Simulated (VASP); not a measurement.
# Ta4N5 (I4/m) in VASP: a series of runs

The runs below take Ta4N5 through single point, relaxation of cell and atoms, with PBEsol.

All numbers are computed with VASP 6.6.1; they aren't measurements. Logs are shortened: lines on timing, memory, paths and dates and some standing lists are left out, and cuts for length are marked.

## 1. The cell of the first run

It takes space group I4/m (No. 87, tetragonal). Conventional cell: a = 6.873 Å, b = 6.873 Å, c = 4.275 Å, α = 90.00°, β = 90.00°, γ = 90.00°. Within 2.7 Å of Ta (site symmetry m) lie 6 N at 2.07 to 2.21 Å. Within 2.7 Å of N (site symmetry 4/m) lie 4 Ta at 2.07 Å. Within 3.2 Å of N (site symmetry m) lie 5 Ta at 2.15 to 2.21 Å and 12 N at 2.91 to 3.16 Å.

## 2. Single point, PBEsol

File INCAR:

```
  ALGO = Normal
  EDIFF = 1E-6
  ENCUT = 600
  GGA = PS
  GGA_COMPAT = False
  ISIF = 2
  ISMEAR = 0
  LASPH = True
  LCHARG = True
  LELF = True
  LREAL = False
  LVHAR = True
  LWAVE = False
  NBANDS = 44
  NELM = 120
  PREC = Accurate
  SIGMA = 0.1
```

File KPOINTS:

```
k-points
0
Gamma
  10 10 10
```

File POSCAR:

```
Ta4N5
1.0
   -3.4362702628      3.4362702628      2.1374763015
    3.4362702628     -3.4362702628      2.1374763015
    3.4362702628      3.4362702628     -2.1374763015
Ta N
4 5
Direct
    0.7828247200      0.6054217400      0.3882464600
    0.3945782600      0.7828247200      0.1774029700
    0.6054217500      0.2171752800      0.8225970300
    0.2171752800      0.3945782500      0.6117535400
    0.5000000000      0.5000000000      0.0000000000
    0.9084665700      0.3090394800      0.2175060500
    0.6909605200      0.9084665700      0.5994270900
    0.3090394800      0.0915334300      0.4005729100
    0.0915334300      0.6909605200      0.7824939500
```

Potentials or basis: VASP PAW PBE potentials, release 64 (Ta_pv, N).

Run with:

```console
$ cat potpaw_PBE.64/Ta_pv/POTCAR potpaw_PBE.64/N/POTCAR > POTCAR
$ mpirun -np 1 vasp_std > vasp.out
```

OUTCAR:

```text
EDIFF = 1E-6
   ENCUT = 600
   GGA = PS
   ISIF = 2
   ISMEAR = 0
   LASPH = True
   LREAL = False
   NELM = 120
   PREC = Accurate

 ion  position               nearest neighbor table
   1  0.783  0.605  0.388-   5 2.07   8 2.15   8 2.15   7 2.18   9 2.20   6 2.21   3 2.93   2 2.93
                             4 2.95   4 2.95   2 3.17   2 3.17   3 3.17   3 3.17   4 3.32
   2  0.395  0.783  0.177-   5 2.07   6 2.15   6 2.15   9 2.18   8 2.20   7 2.21   4 2.93   1 2.93
                             3 2.95   3 2.95   1 3.17   4 3.17   1 3.17   4 3.17   3 3.32
   3  0.605  0.217  0.823-   5 2.07   9 2.15   9 2.15   6 2.18   7 2.20   8 2.21   1 2.93   4 2.93
                             2 2.95   2 2.95   4 3.17   4 3.17   1 3.17   1 3.17   2 3.32
   4  0.217  0.395  0.612-   5 2.07   7 2.15   7 2.15   8 2.18   6 2.20   9 2.21   2 2.93   3 2.93
                             1 2.95   1 2.95   3 3.17   2 3.17   3 3.17   2 3.17   1 3.32
   5  0.500  0.500  0.000-   2 2.07   4 2.07   1 2.07   3 2.07
   6  0.908  0.309  0.218-   2 2.15   2 2.15   3 2.18   4 2.20   1 2.21
   7  0.691  0.908  0.599-   4 2.15   4 2.15   1 2.18   3 2.20   2 2.21
   8  0.309  0.092  0.401-   1 2.15   1 2.15   4 2.18   2 2.20   3 2.21
   9  0.092  0.691  0.782-   3 2.15   3 2.15   2 2.18   1 2.20   4 2.21

  LATTYP: Found a body centered tetragonal cell.
 ALAT       =     6.8725405256
 C/A-ratio  =     0.6220338152

  Lattice vectors:

 A1 = (  -3.4362702628,   3.4362702628,   2.1374763015)
 A2 = (   3.4362702628,  -3.4362702628,   2.1374763015)
 A3 = (   3.4362702628,   3.4362702628,  -2.1374763015)

Analysis of symmetry for initial positions (statically):
=====================================================================
 Subroutine PRICEL returns:
 Original cell was already a primitive cell.

 Routine SETGRP: Setting up the symmetry group for a
 body centered tetragonal supercell.

 Subroutine GETGRP returns: Found  8 space group operations
 (whereof  8 operations were pure point group operations)
 out of a pool of 16 trial point group operations.

The static configuration has the point symmetry C_4h.

Analysis of symmetry for dynamics (positions and initial velocities):
=====================================================================
 Subroutine PRICEL returns:
 Original cell was already a primitive cell.

 Routine SETGRP: Setting up the symmetry group for a
 body centered tetragonal supercell.

 Subroutine GETGRP returns: Found  8 space group operations
 (whereof  8 operations were pure point group operations)
[... 124 lines left out ...]
   POTIM  = 0.5000    time-step for ionic-motion
   TEBEG  =    0.0;   TEEND  =   0.0 temperature during run
   PSTRESS=    0.0 pullay stress
   NELECT =      69.0000    total number of electrons
   NUPDOWN=      -1.0000    fix difference up-down
   EMIN   =  10.00;   EMAX   =-10.00  energy-range for DOS
   EFERMI =   0.00;   METHOD = LEGACY
   ISMEAR =     0;   SIGMA  =   0.10  broadening in eV -4-tet -1-fermi 0-gaus
   EFERMI_NEDOS =   21; number of points for ismear=-14 and -15
   IALGO  =     38    algorithm
   IMIX   =      4    mixing-type and parameters
     AMIX     =   0.40;   BMIX     =  1.00
     AMIX_MAG =   1.60;   BMIX_MAG =  1.00
  volume/ion in A,a.u.               =      11.22        75.70
  Fermi-wavevector in a.u.,A,eV,Ry     =   1.442046  2.725072 28.293283  2.079498
  Thomas-Fermi vector in A             =   2.560610
   LORBIT       =      0    0 simple, 1 ext, 2 COOP (PROOUT), +10 PAW based schemes
   GGA     = PS    functional components
   LHFCALC =     F    Hartree Fock is set to
   AEXX    =    0.0000 exact exchange contribution
   IVDW    =     0    specifies the selected vdW correction
   LEPSILON=     F    determine dielectric tensor
   LRPA    =     F    only Hartree local field effects (RPA)
 non-spin polarized calculation
 Gauss-broadening in eV      SIGMA  =   0.10
  energy-cutoff  :      600.00
  volume of cell :      100.96
 maximum number of plane-waves:      3401
   NGX = 21   NGY = 21   NGZ = 21

 number of electron      69.0000003 magnetization

 Free energy of the ion-electron system (eV)
  ---------------------------------------------------
  ext. energy  EPLUGINS =         0.00000000
  ---------------------------------------------------
  free energy    TOTEN  =      -104.42888972 eV

  energy without entropy =     -104.42029999  energy(sigma->0) =     -104.42459485

 E-fermi :   7.4703     XC(G=0): -12.8056

 val. band max:        7.4645566229   @ k =   0.5000   0.3000  -0.2000
 cond. band min:       7.4711941197   @ k =  -0.3000   0.3000  -0.2000
 fundamental gap:      0.0066374968
 Fermi energy:         7.4703466705

 k-point     1 :       0.0000    0.0000    0.0000
  band No.  band energies     occupation
      1     -28.6067      2.00000
      2     -28.5844      2.00000
      3     -28.4633      2.00000
      4     -28.4633      2.00000
      5     -28.4466      2.00000
      6     -28.4466      2.00000
[... 1117 lines left out ...]
     43      10.5908      0.00000
     44      11.0613      0.00000

 [... further k-points ...]

------------------------ aborting loop because EDIFF is reached ----------------------------------------

  FORCE on cell =-STRESS in cart. coord.  units (eV):
  Direction    XX          YY          ZZ          XY          YZ          ZX
  --------------------------------------------------------------------------------------
  -------------------------------------------------------------------------------------
  Total       -2.6119818     -2.6119818     -3.3006506     -0.0000000     -0.0000000      0.0000000
  in kB      -41.4519341    -41.4519341    -52.3810507     -0.0000006     -0.0000000      0.0000000
  external PRESSURE =     -45.0949729 kB  Pullay stress =       0.0000000 kB

 VOLUME and BASIS-vectors are now :
 -----------------------------------------------------------------------------
  energy-cutoff  :      600.00
  volume of cell :      100.96
      direct lattice vectors                 reciprocal lattice vectors
    -3.436270263  3.436270263  2.137476302     0.000000000  0.145506599  0.233920722
     3.436270263 -3.436270263  2.137476302     0.145506599  0.000000000  0.233920722
     3.436270263  3.436270263 -2.137476302     0.145506599  0.145506599  0.000000000

 POSITION                                       TOTAL-FORCE (eV/Angst)
 -----------------------------------------------------------------------------------
      0.72452      1.94372      2.13748        -0.026461      0.183788     -0.000000
      1.94372     -0.72452      2.13748         0.183788      0.026461      0.000000
      1.49255      4.16079      0.00000        -0.183788     -0.026461     -0.000000
      2.71176      1.49255     -0.00000         0.026461     -0.183788     -0.000000
      0.00000      0.00000      2.13748        -0.000000      0.000000     -0.000000
     -1.31238      2.80720      2.13748        -0.123121     -0.071340      0.000000
      2.80720      1.31238      2.13748        -0.071340      0.123121     -0.000000
      0.62907      2.12389     -0.00000         0.071340     -0.123121      0.000000
      4.74865      0.62907     -0.00000         0.123121      0.071340     -0.000000
 -----------------------------------------------------------------------------------
    total drift:                                0.000014     -0.000014      0.000000

  FREE ENERGIE OF THE ION-ELECTRON SYSTEM (eV)
  ---------------------------------------------------
  free  energy   TOTEN  =      -104.4288897160 eV

  energy  without entropy=     -104.4202999933  energy(sigma->0) =     -104.42459485
```

stdout:

```text
POSCAR found type information on POSCAR TaN
 POSCAR found :  2 types and       9 ions
 scaLAPACK will be used
 -----------------------------------------------------------------------------
|                                                                             |
|                                                                             |
|     You enforced a specific xc type in the INCAR file but a different       |
|     I HOPE YOU KNOW WHAT YOU ARE DOING!                                     |
|                                                                             |
 -----------------------------------------------------------------------------

 LDA part: xc-table for (Slater+PW92), standard interpolation
 POSCAR, INCAR and KPOINTS ok, starting setup
 FFT: planning ... GRIDC
 FFT: planning ... GRID_SOFT
 FFT: planning ... GRID
 WAVECAR not read
 entering main loop
```

Wall time 7.6 min (1 thread of Intel Xeon 6975P-C (Granite Rapids), shared host); peak memory 0.66 GiB.

What came out:

| Item | Value |
| --- | --- |
| Free energy | -104.4289 eV |
| Pressure | -4.5 GPa |
| Largest force | 0.186 eV/Å |
| Band gap on the k mesh | zero (an odd number of electrons rules out a gap without spin polarisation) |

Forces in eV/Å, atoms in the order of the input:
```
Ta  -0.026  0.184  0.000
Ta   0.184  0.026  0.000
Ta  -0.184 -0.026  0.000
Ta   0.026 -0.184  0.000
N    0.000  0.000  0.000
N   -0.123 -0.071  0.000
N   -0.071  0.123  0.000
N    0.071 -0.123  0.000
N    0.123  0.071  0.000
```

Stress tensor (GPa, compression positive):
```
-4.15  0.00  0.00
 0.00 -4.15  0.00
 0.00  0.00 -5.24
```

Caveat: the cell stands under tension; the PAW data sets were made with another functional, which shifts forces and pressure a little; spin-orbit coupling is left out, which moves the levels of the heavy elements.

## 3. Relaxation of cell and atoms, PBEsol, target pressure 4 GPa, at which the enthalpy is minimised

This run uses another cell than the first one, of 10.87 Å³/atom.

File INCAR:

```
SYSTEM = Ta4N5
  PREC = Accurate
  ENCUT = 600
  EDIFF = 1E-6
  ISMEAR = 0
  SIGMA = 0.1
  LREAL = .False.
  LASPH = .True.
  NELM = 60
  ALGO = Fast
  ISIF = 3
  LWAVE = .False.
  LCHARG = .False.
  GGA = PS
  IBRION = 2
  NSW = 70
  EDIFFG = -0.008
  PSTRESS = 40.0
```

File KPOINTS:

```
Automatic mesh
0
Gamma
  10 10 10
  0 0 0
```

File POSCAR:

```
Ta4N5
1.0
   -3.3983931807      3.3983931807      2.1183853566
    3.3983931807     -3.3983931807      2.1183853566
    3.3983931807      3.3983931807     -2.1183853566
Ta N
4 5
Direct
    0.7844506625      0.6048201055      0.3892707680
    0.3951798945      0.7844506625      0.1796305570
    0.6048201055      0.2155493375      0.8203694430
    0.2155493375      0.3951798945      0.6107292320
    0.5000000000      0.5000000000      0.0000000000
    0.9082156628      0.3056775490      0.2138932117
    0.6943224510      0.9082156628      0.6025381138
    0.3056775490      0.0917843372      0.3974618862
    0.0917843372      0.6943224510      0.7861067883
```

Potentials or basis: VASP PAW PBE potentials, release 64 (Ta_pv, N).

Run with:

```console
$ cat potpaw_PBE.64/Ta_pv/POTCAR potpaw_PBE.64/N/POTCAR > POTCAR
$ mpirun -np 1 vasp_std > vasp.out
```

OUTCAR:

```text
SYSTEM = Ta4N5
   PREC = Accurate
   ENCUT = 600
   EDIFF = 1E-6
   ISMEAR = 0
   LREAL = .False.
   LASPH = .True.
   NELM = 60
   ISIF = 3
   GGA = PS
   IBRION = 2
   NSW = 70
   EDIFFG = -0.008
   PSTRESS = 40.0

 ion  position               nearest neighbor table
   1  0.784  0.605  0.389-   5 2.06   8 2.13   8 2.13   7 2.15   9 2.18   6 2.20   2 2.91   3 2.91
                             4 2.93   4 2.93   3 3.13   3 3.13   2 3.13   2 3.13   4 3.26
   2  0.395  0.784  0.180-   5 2.06   6 2.13   6 2.13   9 2.15   8 2.18   7 2.20   1 2.91   4 2.91
                             3 2.93   3 2.93   4 3.13   4 3.13   1 3.13   1 3.13   3 3.26
   3  0.605  0.216  0.820-   5 2.06   9 2.13   9 2.13   6 2.15   7 2.18   8 2.20   4 2.91   1 2.91
                             2 2.93   2 2.93   1 3.13   1 3.13   4 3.13   4 3.13   2 3.26
   4  0.216  0.395  0.611-   5 2.06   7 2.13   7 2.13   8 2.15   6 2.18   9 2.20   3 2.91   2 2.91
                             1 2.93   1 2.93   2 3.13   2 3.13   3 3.13   3 3.13   1 3.26
   5  0.500  0.500  0.000-   2 2.06   3 2.06   1 2.06   4 2.06
   6  0.908  0.306  0.214-   2 2.13   2 2.13   3 2.15   4 2.18   1 2.20
   7  0.694  0.908  0.603-   4 2.13   4 2.13   1 2.15   3 2.18   2 2.20
   8  0.306  0.092  0.397-   1 2.13   1 2.13   4 2.15   2 2.18   3 2.20
   9  0.092  0.694  0.786-   3 2.13   3 2.13   2 2.15   1 2.18   4 2.20

  LATTYP: Found a body centered tetragonal cell.
 ALAT       =     6.7967863614
 C/A-ratio  =     0.6233491076
[... 205 lines left out ...]
  -------------------------------------------------------------------------------------
  Total        3.0588615      3.0588615      3.0901634     -0.0000000      0.0000000      0.0000000
  in kB       50.0792937     50.0792937     50.5917634     -0.0000001      0.0000000      0.0000000
  external PRESSURE =      10.2501169 kB  Pullay stress =      40.0000000 kB
[... 257 lines left out ...]
--------------------------------------- Ionic step        7  -------------------------------------------

 number of electron      69.0000003 magnetization

 Free energy of the ion-electron system (eV)
  ---------------------------------------------------
  ext. energy  EPLUGINS =         0.00000000
  ---------------------------------------------------
  free energy    TOTEN  =      -104.44159789 eV

  energy without entropy =     -104.43381291  energy(sigma->0) =     -104.43770540

 E-fermi :   7.7732     XC(G=0): -12.9698

 val. band max:        7.7705835004   @ k =  -0.2000   0.4000   0.2000
 cond. band min:       7.7782545692   @ k =   0.5000   0.3000  -0.2000
 fundamental gap:      0.0076710688
 Fermi energy:         7.7731791181

 k-point     1 :       0.0000    0.0000    0.0000
  band No.  band energies     occupation
      1     -28.2924      2.00000
      2     -28.2881      2.00000
      3     -28.1322      2.00000
      4     -28.1322      2.00000
      5     -28.1253      2.00000
      6     -28.1253      2.00000
[... 1045 lines left out ...]
     40      10.2183      0.00000
     41      10.5334      0.00000

 [... further k-points ...]

------------------------ aborting loop because EDIFF is reached ----------------------------------------

  FORCE on cell =-STRESS in cart. coord.  units (eV):
  Direction    XX          YY          ZZ          XY          YZ          ZX
  --------------------------------------------------------------------------------------
  -------------------------------------------------------------------------------------
  Total        2.4693893      2.4693893      2.4262139      0.0000000      0.0000000      0.0000000
  in kB       40.3471596     40.3471596     39.6417201      0.0000004      0.0000000      0.0000000
  external PRESSURE =       0.1120131 kB  Pullay stress =      40.0000000 kB
[... 28 lines left out ...]
  energy  without entropy=     -104.4338129110  energy(sigma->0) =     -104.43770540

  enthalpy is  TOTEN    =      -101.9934559875 eV   P V=        2.4481419072

 reached required accuracy - stopping structural energy minimisation
```

OSZICAR:

```text
N       E                     dE             d eps       ncg     rms          rms(c)
DAV:   1     0.727769123579E+03    0.72777E+03   -0.41629E+04 11904   0.196E+03
DAV:   2    -0.620086315858E+02   -0.78978E+03   -0.77340E+03 13615   0.553E+02
DAV:   3    -0.117445040491E+03   -0.55436E+02   -0.54796E+02 14646   0.137E+02
[... 58 lines left out ...]
DAV:   1    -0.104441548502E+03    0.18167E-03   -0.20645E-02 12237   0.841E-01    0.291E-02
RMM:   2    -0.104441586617E+03   -0.38115E-04   -0.58093E-04 13178   0.160E-01    0.143E-02
RMM:   3    -0.104441596265E+03   -0.96487E-05   -0.13775E-04 12825   0.666E-02    0.676E-03
RMM:   4    -0.104441597799E+03   -0.15336E-05   -0.23142E-05 14175   0.241E-02    0.431E-03
RMM:   5    -0.104441597895E+03   -0.95898E-07   -0.41886E-06  8087   0.108E-02
   7 F= -.10199346E+03 E0= -.10198956E+03  d E =-.570120E-04
```

CONTCAR:

```text
Ta4N5
   1.00000000000000
    -3.3996304500374861    3.3996304492260920    2.1211128111979987
     3.3996304500374861   -3.3996304492260920    2.1211128111979987
     3.3996304492260925    3.3996304500374865   -2.1211128111979987
  Ta              N
     4     5
Direct
     0.7846815876448650    0.6048540579842672    0.3895356456291393
     0.3951459420157328    0.7846815876448650    0.1798275296605978
     0.6048540579842672    0.2153184123551350    0.8201724703394022
     0.2153184123551350    0.3951459420157328    0.6104643543708608
     0.5000000000000000    0.5000000000000000    0.0000000000000000
     0.9084888671352652    0.3048598972090540    0.2133487642443105
     0.6951401027909458    0.9084888671352652    0.6036289699262113
     0.3048598972090540    0.0915111328647347    0.3963710300737888
     0.0915111328647347    0.6951401027909458    0.7866512357556896

  0.00000000E+00  0.00000000E+00  0.00000000E+00
  0.00000000E+00  0.00000000E+00  0.00000000E+00
  0.00000000E+00  0.00000000E+00  0.00000000E+00
  0.00000000E+00  0.00000000E+00  0.00000000E+00
  0.00000000E+00  0.00000000E+00  0.00000000E+00
  0.00000000E+00  0.00000000E+00  0.00000000E+00
  0.00000000E+00  0.00000000E+00  0.00000000E+00
  0.00000000E+00  0.00000000E+00  0.00000000E+00
  0.00000000E+00  0.00000000E+00  0.00000000E+00
```

Run time: 84 min. Hardware: 1 thread of Oxide Virtual Turin-like, shared host; peak memory 0.62 GiB.

What came out:

```yaml
Free_energy: -104.4416 eV
Relaxed_volume: 10.90 Å³/atom
Relaxed_cell: a = 5.255 Å, b = 5.255 Å, c = 5.255 Å, α = 99.38°, β = 99.38°, γ = 132.39°
Space_group_after_relaxing_to_0.1_Å: I4/m (No. 87)
Energy_change_on_relaxing_the_run_minimises_the_enthalpy: -0.7 meV/atom
Ionic_steps: 7
Pressure_after_relaxing: 4.0 GPa
Largest_force_after_relaxing: 0.005 eV/Å
Band_gap_on_the_k_mesh: zero (an odd number of electrons rules out a gap without spin polarisation)
```

Forces in eV/Å, atoms in the order of the input:
```
Ta  -0.002  0.005  0.000
Ta   0.005  0.002  0.000
Ta  -0.005 -0.002  0.000
Ta   0.002 -0.005  0.000
N    0.000  0.000  0.000
N   -0.002 -0.003  0.000
N   -0.003  0.002  0.000
N    0.003 -0.002  0.000
N    0.002  0.003  0.000
```

The path:
```
step  energy change (eV)  largest force (eV/Å)  pressure (GPa)  volume (Å³)
   1              0.0000                0.0879            5.03        97.86
   2             -0.0196                0.0466            1.26        98.85
   3             -0.0088                0.0488            3.84        98.16
   4             -0.0078                0.0240            3.93        98.11
   5             -0.0067                0.0198            4.00        98.06
   6             -0.0068                0.0190            4.00        98.07
   7             -0.0067                0.0054            4.01        98.06
```

Final structure:
```
Ta N
1.0
    -3.39963    3.39963    2.12111
     3.39963   -3.39963    2.12111
     3.39963    3.39963   -2.12111
Ta N
4 5
Cartesian
  0.7129 1.9356 2.1211
  1.9356 -0.7129 2.1211
  1.4640 4.1126 0.0000
  2.6867 1.4640 0.0000
  0.0000 0.0000 2.1211
  -1.3268 2.7774 2.1211
  2.7774 1.3268 2.1211
  0.6222 2.0728 0.0000
  4.7264 0.6222 0.0000
```

Caveat: the cell is relaxed towards a set pressure, so the run minimises the enthalpy, not the energy; the PAW data sets were made with another functional, which shifts forces and pressure a little; spin-orbit coupling is left out, which moves the levels of the heavy elements.

(Part 1 of 3 ends here.)
